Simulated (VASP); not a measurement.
Input of a VASP 6.6.1 run:

The input INCAR:

```
PREC = Accurate
ENCUT = 600
EDIFF = 1E-6
ISMEAR = 0
SIGMA = 0.01
LREAL = F
LASPH = T
NELM = 120
ALGO = Normal
ISIF = 2
LWAVE = F
LCHARG = F
GGA = CA
NBANDS = 11
GGA_COMPAT = F
```

Contents of KPOINTS:

```
Automatic mesh
0
Gamma
  10 10 10
```

The input POSCAR:

```
Be2C
1.0
    0.0000000000      2.1448249121      2.1448249121
    2.1448249121      0.0000000000      2.1448249121
    2.1448249121      2.1448249121      0.0000000000
Be C
2 1
Direct
    0.2500000000      0.2500000000      0.2500000000
    0.7500000000      0.7500000000      0.7500000000
    0.0000000000      0.0000000000      0.0000000000
```

Potentials or basis: VASP PAW LDA potentials, release 64 (Be, C).

Launch:

```console
$ cat potpaw_LDA.64/Be/POTCAR potpaw_LDA.64/C/POTCAR > POTCAR
$ mpirun -np 1 vasp_std > vasp.out
```

(1) Predict the band gap on the k mesh.

(2) Predict the pressure.

## Answers

(1) 1.19 eV, indirect (least direct gap 4.07 eV).

(2) -2.7 GPa.
